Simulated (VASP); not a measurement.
Hg, 1 atom in the cell. The structure is trigonal, space group R-3m (No. 166). The conventional cell has a = 3.493 Å, b = 3.493 Å, c = 6.444 Å, α = 90.00°, β = 90.00°, γ = 120.00°. Within 3.9 Å of Hg (site symmetry -3m) lie 12 Hg at 2.95 to 3.49 Å. 

```yaml
Program: VASP 6.6.1
Task: single point
Functional: LDA
Potentials_or_basis: VASP PAW LDA potentials, release 64 (Hg)
Cutoff: 520 eV
k_mesh: 6 × 6 × 6
Occupations: fermi-dirac, width 0.1 eV
Spin: no spin polarisation
Dipole_correction: no
Further_INCAR_settings: ALGO = Normal; EDIFF = 1e-06; NBANDS = 12
```

Potentials or basis: VASP PAW LDA potentials, release 64 (Hg).

The run is started by

```console
$ cat potpaw_LDA.64/Hg/POTCAR > POTCAR
$ mpirun -np 1 vasp_std > vasp.out
```

Hardware: 1 thread of Intel(R) Xeon(R) Platinum 8259CL CPU @ 2.50GHz (Skylake/Cascade Lake) (shared host).

Q: Estimate the wall time of this run.

A: Wall time 5.7 s on 1 thread of Intel(R) Xeon(R) Platinum 8259CL CPU @ 2.50GHz (Skylake/Cascade Lake), with other jobs on the host, peak memory 0.13 GiB. Counts: scf iterations 11, k points 32.
